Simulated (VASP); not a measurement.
Runs of VASP 6.6.1 on Cd. The structure is that of space group R-3m (No. 166), or close to it. The cells are those of the table. 

```csv
task,cell,k mesh,cutoff (eV),gap on the mesh (eV),pressure (GPa),relaxed volume (Å³/atom)
single point,"a = 3.082 Å, angles 65.2°, 1 atom",21 × 21 × 21,520,none,0.2,-
relaxation of cell and atoms,"relaxed from a = 3.052 Å, angles 67.7°, 1 atom",21 × 21 × 21,600,none,0.0,23.10
relaxation of cell and atoms,"relaxed from a = 2.982 Å, angles 97.7°, 1 atom",18 × 18 × 18,600,none,0.0,23.55
single point,"a = 3.040 Å, angles 106.7°, 1 atom",18 × 18 × 18,520,none,0.2,-
single point,"a = 3.029 Å, angles 106.1°, 1 atom",21 × 21 × 21,520,none,0.2,-
relaxation of cell and atoms,"relaxed from a = 3.040 Å, angles 106.7°, 1 atom",21 × 21 × 21,600,none,0.0,(a)
```

Alike in all rows: level PBE; potentials or basis VASP PAW PBE potentials, release 64 (Cd); no spin polarisation; smearing gaussian 0.1 eV.

Estimate the missing entries.

(a) 23.64.

A k mesh can miss the band edges, and the runs leave out spin-orbit coupling on Cd.

A gap of «none» marks levels without a gap at the run's occupations.
